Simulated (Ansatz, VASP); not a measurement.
Pb: VASP beside Ansatz

File POSCAR:

```
Pb
1.0
    0.0000000000      2.5467828650      2.5467828650
    2.5467828650      0.0000000000      2.5467828650
    2.5467828650      2.5467828650      0.0000000000
Pb
1
Direct
    0.0000000000      0.0000000000      0.0000000000
```

Contents of INCAR.step1:

```
  ALGO = Normal
  EDIFF = 1E-4
  ENCUT = 520
  GGA = PE
  ISMEAR = 0
  LASPH = T
  LCHARG = F
  LREAL = F
  LWAVE = T
  NBANDS = 13
  NELM = 100
  PREC = Accurate
  SIGMA = 0.1
```

INCAR.step2

```
  ALGO = Normal
  EDIFF = 1E-6
  ENCUT = 520
  ISIF = 2
  ISMEAR = 0
  ISTART = 1
  LASPH = T
  LCHARG = T
  LELF = T
  LMIXTAU = T
  LREAL = F
  LVHAR = T
  LWAVE = F
  METAGGA = R2SCAN
  NBANDS = 13
  NELM = 100
  PREC = Accurate
  SIGMA = 0.1
```

The input KPOINTS:

```
k-points
0
Gamma
  14 14 14
```

Input for Ansatz:

```yaml
crystal:
  lattice:
    - [0.0, 2.546782865, 2.546782865]
    - [2.546782865, 0.0, 2.546782865]
    - [2.546782865, 2.546782865, 0.0]
  atoms:
    - { symbol: Pb, position: [0.0, 0.0, 0.0] }
basis:
  ecutwfc: 500
kpoints:
  mp_grid: { grid: [14, 14, 14] }
hamiltonian:
  xc: r2scan
scf:
  occupations: { method: gaussian, width: 0.1 }
output:
  forces: true
  stress: true
  eigenvalues: true
```

Alike in both runs: task single point; functional r2SCAN; k mesh 14 × 14 × 14; occupations gaussian, width 0.1 eV; no spin polarisation.

|  | VASP | Ansatz |
| --- | --- | --- |
| version | VASP 6.6.1 | Ansatz 0.2.0 |
| potentials or method | VASP PAW PBE potentials, release 64 (Pb_d), cutoff 520 eV | scalar-relativistic, plane waves, PAW |
| valence electrons in the cell | 14 | 14 |

|  | VASP | Ansatz | Ansatz less VASP |
| --- | --- | --- | --- |
| gap on the k mesh at the Fermi level (eV) | none | none | - |
| pressure (GPa) | -2.2 | -2.2 | +0.02 |

VASP's potentials were made for PBE, not for r2SCAN. A gap of «none» marks a metal or a gap that the smearing closes.

Spin-orbit coupling is off throughout.
